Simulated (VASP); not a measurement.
# Zn in VASP: single point with PBE+D3(BJ)

Aim: the single point of Zn with PBE+D3(BJ).

Program: VASP 6.6.1. These are calculated values, not measurements. Logs are shortened: lines on timing, memory, paths and dates and some standing lists are left out, and cuts for length are marked.

**1. The cell of the first run**

The cell holds a slab with vacuum, 12 atoms: a = 5.236 Å, b = 4.804 Å, c = 21.290 Å, α = 90.00°, β = 90.00°, γ = 90.00°.

**2. Single point, PBE+D3(BJ)**

Input file INCAR:

```
SYSTEM = Zn
  PREC = Accurate
  ENCUT = 520
  EDIFF = 1E-6
  ISMEAR = 0
  SIGMA = 0.1
  LREAL = .FALSE.
  LASPH = .TRUE.
  NELM = 60
  ALGO = Fast
  ISIF = 2
  LWAVE = .FALSE.
  LCHARG = .FALSE.
  LDIPOL = .TRUE.
  IDIPOL = 3
  DIPOL = 0.5 0.5 0.505
  GGA = PE
  IVDW = 12
  NBANDS = 84
```

Input file KPOINTS:

```
regular mesh
0
G
  4 4 1
  0 0 0
```

Input file POSCAR:

```
Zn
1.0
    5.2355063852      0.0000000000      0.0000000000
    0.0000000000      4.8035762428      0.0000000000
    0.0000000000      0.0000000000     21.2897617865
Zn
12
Direct
    0.5000000000      0.7500000000      0.3757674736
    0.0000000000      0.7500000000      0.3757674736
    0.7500000000      0.2500000000      0.4112624811
    0.2500000000      0.2500000000      0.4112624811
    0.7500000000      0.7500000000      0.4822524962
    0.2500000000      0.7500000000      0.4822524962
    0.0000000000      0.2500000000      0.5186718524
    0.5000000000      0.2500000000      0.5186718524
    0.0000000000      0.7500000000      0.6141066882
    0.5000000000      0.7500000000      0.6141066882
    0.2500000000      0.2500000000      0.6271095474
    0.7500000000      0.2500000000      0.6271095474
```

Potentials or basis: VASP PAW PBE potentials, release 64 (Zn).

Launch:

```sh
cat potpaw_PBE.64/Zn/POTCAR > POTCAR
mpirun -np 1 vasp_std > vasp.out
```

OUTCAR:

```text
SYSTEM = Zn
   PREC = Accurate
   ENCUT = 520
   EDIFF = 1E-6
   ISMEAR = 0
   LREAL = .FALSE.
   LASPH = .TRUE.
   NELM = 60
   ISIF = 2
   GGA = PE
   IVDW = 12
 IVDW          = 12

 ion  position               nearest neighbor table
   1  0.500  0.750  0.376-   5 2.62   6 2.62   2 2.62   2 2.62   4 2.84   3 2.84   4 2.84   3 2.84

   2  0.000  0.750  0.376-   5 2.62   6 2.62   1 2.62   1 2.62   4 2.84   3 2.84   4 2.84   3 2.84

   3  0.750  0.250  0.411-   4 2.62   4 2.62   8 2.63   7 2.63   1 2.84   1 2.84   2 2.84   2 2.84
                             5 2.84   5 2.84
   4  0.250  0.250  0.411-   3 2.62   3 2.62   8 2.63   7 2.63   1 2.84   1 2.84   2 2.84   2 2.84
                             6 2.84   6 2.84
   5  0.750  0.750  0.482-   1 2.62   2 2.62   6 2.62   6 2.62   3 2.84   3 2.84   7 2.84   7 2.84
                             8 2.84   8 2.84
   6  0.250  0.750  0.482-   1 2.62   2 2.62   5 2.62   5 2.62   4 2.84   4 2.84   7 2.84   7 2.84
                             8 2.84   8 2.84
   7  0.000  0.250  0.519-   8 2.62   8 2.62   3 2.63   4 2.63  12 2.65  11 2.65   5 2.84   5 2.84
                             6 2.84   6 2.84
   8  0.500  0.250  0.519-   7 2.62   7 2.62   3 2.63   4 2.63  12 2.65  11 2.65   5 2.84   5 2.84
                             6 2.84   6 2.84
   9  0.000  0.750  0.614-  10 2.62  10 2.62  12 2.75  11 2.75  12 2.75  11 2.75
  10  0.500  0.750  0.614-   9 2.62   9 2.62  12 2.75  11 2.75  12 2.75  11 2.75
  11  0.250  0.250  0.627-  12 2.62  12 2.62   7 2.65   8 2.65   9 2.75   9 2.75  10 2.75  10 2.75

  12  0.750  0.250  0.627-  11 2.62  11 2.62   7 2.65   8 2.65   9 2.75   9 2.75  10 2.75  10 2.75

  LATTYP: Found a simple orthorhombic cell.
 ALAT       =     4.8035762428
 B/A-ratio  =     1.0899184525
 C/A-ratio  =     4.4320649263

  Lattice vectors:

 A1 = (   0.0000000000,  -4.8035762428,   0.0000000000)
 A2 = (   5.2355063852,   0.0000000000,   0.0000000000)
 A3 = (   0.0000000000,   0.0000000000,  21.2897617865)

Analysis of symmetry for initial positions (statically):
=====================================================================
 Subroutine PRICEL returns following result:

  LATTYP: Found a simple orthorhombic cell.
 ALAT       =     2.6177531926
 B/A-ratio  =     1.8349996693
 C/A-ratio  =     8.1328376742

  Lattice vectors:

 A1 = (   2.6177531926,   0.0000000000,   0.0000000000)
 A2 = (   0.0000000000,   4.8035762428,   0.0000000000)
 A3 = (   0.0000000000,   0.0000000000,  21.2897617865)

   2 primitive cells build up your supercell.

 Routine SETGRP: Setting up the symmetry group for a
 simple orthorhombic supercell.

 Subroutine GETGRP returns: Found  4 space group operations
 (whereof  2 operations were pure point group operations)
 out of a pool of  8 trial point group operations.

The static configuration has the point symmetry C_1h.
 The point group associated with its full space group is C_2v.

Analysis of symmetry for dynamics (positions and initial velocities):
=====================================================================
 Subroutine PRICEL returns following result:

  LATTYP: Found a simple orthorhombic cell.
 ALAT       =     2.6177531926
 B/A-ratio  =     1.8349996693
 C/A-ratio  =     8.1328376742

  Lattice vectors:

 A1 = (   2.6177531926,   0.0000000000,   0.0000000000)
 A2 = (   0.0000000000,   4.8035762428,   0.0000000000)
 A3 = (   0.0000000000,   0.0000000000,  21.2897617865)

   2 primitive cells build up your supercell.

 Routine SETGRP: Setting up the symmetry group for a
 simple orthorhombic supercell.

 Subroutine GETGRP returns: Found  4 space group operations
 (whereof  2 operations were pure point group operations)
 out of a pool of  8 trial point group operations.

The dynamic configuration has the point symmetry C_1h.
 The point group associated with its full space group is C_2v.

 Subroutine INISYM returns: Found  4 space group operations
 (whereof  2 operations are pure point group operations),
 and found     2 'primitive' translations

----------------------------------------------------------------------------------------

                                     Primitive cell

  volume of cell :     267.7097

  direct lattice vectors                    reciprocal lattice vectors
     2.617753193  0.000000000  0.000000000     0.382006983  0.000000000  0.000000000
     0.000000000  4.803576243  0.000000000     0.000000000  0.208178230  0.000000000
     0.000000000  0.000000000 21.289761787     0.000000000  0.000000000  0.046970934

  length of vectors
     2.617753193  4.803576243 21.289761787     0.382006983  0.208178230  0.046970934

  position of ions in fractional coordinates (direct lattice)
     1.000000000  0.750000000  0.375767474
     0.500000000  0.250000000  0.411262481
     0.500000000  0.750000000  0.482252496
     1.000000000  0.250000000  0.518671852
     1.000000000  0.750000000  0.614106688
     0.500000000  0.250000000  0.627109547

  ion indices of the primitive-cell ions
   primitive index   ion index
                 1           1
                 2           3
                 3           5
                 4           8
                 5          10
                 6          11

----------------------------------------------------------------------------------------

 KPOINTS: regular mesh

Automatic generation of k-mesh.
 Grid dimensions read from file:
 generate k-points for:    4    4    1

 Generating k-lattice:

  Cartesian coordinates                     Fractional coordinates (reciprocal lattice)
     0.047750873  0.000000000  0.000000000     0.250000000  0.000000000  0.000000000
     0.000000000  0.052044558  0.000000000     0.000000000  0.250000000  0.000000000
     0.000000000  0.000000000  0.046970934     0.000000000  0.000000000  1.000000000

  Length of vectors
     0.047750873  0.052044558  0.046970934

  Shift w.r.t. Gamma in fractional coordinates (k-lattice)
     0.000000000  0.000000000  0.000000000

 Subroutine IBZKPT returns following result:
 ===========================================

 Found      9 irreducible k-points:

 Following reciprocal coordinates:
            Coordinates               Weight
  0.000000  0.000000  0.000000      1.000000
  0.250000  0.000000  0.000000      2.000000
  0.500000  0.000000  0.000000      1.000000
  0.000000  0.250000  0.000000      2.000000
  0.250000  0.250000  0.000000      4.000000
  0.500000  0.250000  0.000000      2.000000
  0.000000  0.500000  0.000000      1.000000
  0.250000  0.500000  0.000000      2.000000
  0.500000  0.500000  0.000000      1.000000
   k-points           NKPTS =      9   k-points in BZ     NKDIM =      9   number of bands    NBANDS=     84
   number of dos      NEDOS =    301   number of ions     NIONS =     12
   total plane-waves  NPLWV = 230400
   dimension x,y,z NGX =    40 NGY =   36 NGZ =  160
   dimension x,y,z NGXF=    80 NGYF=   72 NGZF=  320
   ions per type =              12
   NGX,Y,Z   is equivalent  to a cutoff of  12.70, 12.46, 12.49 a.u.
   NGXF,Y,Z  is equivalent  to a cutoff of  25.40, 24.92, 24.99 a.u.
 SYSTEM =  Zn
   PREC   = accura    normal or accurate (medium, high low for compatibility)
   ISTART =      0    job   : 0-new  1-cont  2-samecut
   ICHARG =      2    charge: 1-file 2-atom 10-const
   ISPIN  =      1    spin polarized calculation?
   LNONCOLLINEAR =      F non collinear calculations
   LSORBIT =      F    spin-orbit coupling
   LASPH  =      T    aspherical Exc in radial PAW
   ENCUT  =  520.0 eV  38.22 Ry    6.18 a.u.   9.73  8.93 39.58*2*pi/ulx,y,z
   NELM   =     60;   NELMIN=  2; NELMDL= -5     # of ELM steps
   EDIFF  = 0.1E-05   stopping-criterion for ELM
   LREAL  =      F    real-space projection
   EDIFFG = 0.1E-04   stopping-criterion for IOM
   NSW    =      0    number of steps for IOM
   IBRION =     -1    ionic relax: 0-MD 1-quasi-New 2-CG
   NFREE  =      0    steps in history (QN), initial steepest desc. (CG)
   ISIF   =      2    stress and relaxation
   ISYM   =      2    0-nonsym 1-usesym 2-fastsym
   POTIM  = 0.5000    time-step for ionic-motion
   TEBEG  =    0.0;   TEEND  =   0.0 temperature during run
   PSTRESS=    0.0 pullay stress
   NELECT =     144.0000    total number of electrons
   NUPDOWN=      -1.0000    fix difference up-down
   EMIN   =  10.00;   EMAX   =-10.00  energy-range for DOS
   EFERMI =   0.00;   METHOD = LEGACY
   ISMEAR =     0;   SIGMA  =   0.10  broadening in eV -4-tet -1-fermi 0-gaus
   EFERMI_NEDOS =   21; number of points for ismear=-14 and -15
   IALGO  =     68    algorithm
   IMIX   =      4    mixing-type and parameters
     AMIX     =   0.40;   BMIX     =  1.00
     AMIX_MAG =   1.60;   BMIX_MAG =  1.00
  volume/ion in A,a.u.               =      44.62       301.10
  Fermi-wavevector in a.u.,A,eV,Ry     =   1.056731  1.996931 15.193347  1.116679
  Thomas-Fermi vector in A             =   2.191977
   LORBIT       =      0    0 simple, 1 ext, 2 COOP (PROOUT), +10 PAW based schemes
   GGA     = PE    functional components
   LHFCALC =     F    Hartree Fock is set to
   AEXX    =    0.0000 exact exchange contribution
   IVDW    =    12    specifies the selected vdW correction
   LEPSILON=     F    determine dielectric tensor
   LRPA    =     F    only Hartree local field effects (RPA)
 non-spin polarized calculation
 RMM-DIIS sequential band-by-band and
 Gauss-broadening in eV      SIGMA  =   0.10
  energy-cutoff  :      520.00
  volume of cell :      535.42
 maximum number of plane-waves:     14453
 NGX is ok and might be reduce to    40
   NGX = 19   NGY = 17   NGZ = 79

 dipolmoment           0.000000      0.000000     -0.021708 electrons x Angstroem

 number of electron     144.0000083 magnetization

 dipolmoment           0.000000      0.000000      0.002084 electrons x Angstroem

 Free energy of the ion-electron system (eV)
  ---------------------------------------------------
  ext. energy  EPLUGINS =         0.00000000
  ---------------------------------------------------
  free energy    TOTEN  =       -11.21411525 eV

  energy without entropy =      -11.19161740  energy(sigma->0) =      -11.20286632

 E-fermi :  -1.8784     XC(G=0):  -4.7453

 val. band max:       -1.9033967746   @ k =   0.5000   0.2500   0.0000
 cond. band min:      -1.6720606891   @ k =   0.2500   0.2500   0.0000
 fundamental gap:      0.2313360855
 Fermi energy:        -1.8784347223

 k-point     1 :       0.0000    0.0000    0.0000
  band No.  band energies     occupation
      1     -11.5446      2.00000
      2     -10.2839      2.00000
      3     -10.0872      2.00000
      4      -9.9886      2.00000
      5      -9.9710      2.00000
      6      -9.9160      2.00000
[... 76 lines left out ...]
     83       2.2005      0.00000
     84       2.2582      0.00000

 k-point     2 :       0.2500    0.0000    0.0000
  band No.  band energies     occupation
      1     -11.1968      2.00000
      2     -10.0332      2.00000
      3      -9.9315      2.00000
      4      -9.9266      2.00000
      5      -9.8552      2.00000
      6      -9.8402      2.00000
[... 598 lines left out ...]
     83       3.5619      0.00000
     84       3.8996      0.00000

 k-point     9 :       0.5000    0.5000    0.0000
  band No.  band energies     occupation
      1      -9.8620      2.00000
      2      -9.8620      2.00000
      3      -9.8150      2.00000
      4      -9.8150      2.00000
      5      -9.6590      2.00000
      6      -9.6590      2.00000
[... 76 lines left out ...]
     83       3.7430      0.00000
     84       3.7430      0.00000

------------------------ aborting loop because EDIFF is reached ----------------------------------------

 vacuum level on the upper side and lower side of the slab       (xc-potential included)        -0.074        -0.104

 Edisp (eV)   -3.36932

 E8    (eV) :    -1.4787

  FORCE on cell =-STRESS in cart. coord.  units (eV):
  Direction    XX          YY          ZZ          XY          YZ          ZX
  --------------------------------------------------------------------------------------
  -------------------------------------------------------------------------------------
  Total      -9.25544    -6.67368     3.09945     0.00000     0.00000     0.00000
  in kB     -27.69579   -19.97016     9.27473     0.00000     0.00000     0.00000
  external pressure =      -12.80 kB  Pullay stress =        0.00 kB

 VOLUME and BASIS-vectors are now :
 -----------------------------------------------------------------------------
  energy-cutoff  :      520.00
  volume of cell :      535.42
      direct lattice vectors                 reciprocal lattice vectors
     5.235506385  0.000000000  0.000000000     0.191003492  0.000000000  0.000000000
     0.000000000  4.803576243  0.000000000     0.000000000  0.208178230  0.000000000
     0.000000000  0.000000000 21.289761787     0.000000000  0.000000000  0.046970934

 POSITION                                       TOTAL-FORCE (eV/Angst)
 -----------------------------------------------------------------------------------
      2.61775      3.60268      8.00000         0.000000     -0.000000     -0.205335
      0.00000      3.60268      8.00000         0.000000     -0.000000     -0.205335
      3.92663      1.20089      8.75568        -0.000000      0.000000     -0.699997
      1.30888      1.20089      8.75568        -0.000000      0.000000     -0.699997
      3.92663      3.60268     10.26704         0.000000     -0.000000      0.877308
      1.30888      3.60268     10.26704        -0.000000     -0.000000      0.877308
      0.00000      1.20089     11.04240        -0.000000     -0.000000      0.014414
      2.61775      1.20089     11.04240        -0.000000     -0.000000      0.014414
      0.00000      3.60268     13.07419        -0.000000     -0.000000      0.001623
      2.61775      3.60268     13.07419        -0.000000     -0.000000      0.001623
      1.30888      1.20089     13.35101        -0.000000      0.000000      0.011988
      3.92663      1.20089     13.35101         0.000000      0.000000      0.011988
 -----------------------------------------------------------------------------------
    total drift:                               -0.000000      0.000000     -0.000028

  FREE ENERGIE OF THE ION-ELECTRON SYSTEM (eV)
  ---------------------------------------------------
  free  energy   TOTEN  =       -14.5834314335 eV

  energy  without entropy=      -14.5609335895  energy(sigma->0) =      -14.57218251

 vacuum level on the upper side and lower side of the slab         2.480         2.424
```

Wall time 17 min (1 thread of AMD EPYC 9R45, shared host); peak memory 0.63 GiB.

Results:

| Property | Result |
| --- | --- |
| Free energy | -14.5834 eV |
| Largest force | 0.877 eV/Å |
| Band gap on the k mesh | zero (band 72 reaches -1.90 eV, above the bottom of band 73 at -1.97 eV) |
| Dispersion energy per atom | -0.281 eV |

Forces in eV/Å, atoms in the order of the input:
```
Zn   0.000  0.000 -0.205
Zn   0.000  0.000 -0.205
Zn   0.000  0.000 -0.700
Zn   0.000  0.000 -0.700
Zn   0.000  0.000  0.877
Zn   0.000  0.000  0.877
Zn   0.000  0.000  0.014
Zn   0.000  0.000  0.014
Zn   0.000  0.000  0.002
Zn   0.000  0.000  0.002
Zn   0.000  0.000  0.012
Zn   0.000  0.000  0.012
```

Levels at points of the mesh, in eV from the Fermi level:
```tsv
k point	band 68	band 69	band 70	band 71	band 72	band 73	band 74	band 75	band 76	band 77
(0.00, 0.00, 0.00)	-1.85	-1.83	-1.73	-0.78	-0.45	0.35	0.90	1.30	1.63	2.13
(0.50, 0.00, 0.00)	-0.89	-0.62	-0.62	-0.29	-0.29	0.71	0.71	0.99	0.99	2.73
(0.00, 0.50, 0.00)	-1.77	-1.71	-1.68	-1.00	-0.67	-0.10	-0.09	0.89	0.92	2.44
(0.50, 0.50, 0.00)	-4.26	-1.90	-1.90	-1.68	-1.68	1.50	1.50	1.56	1.56	4.53
```
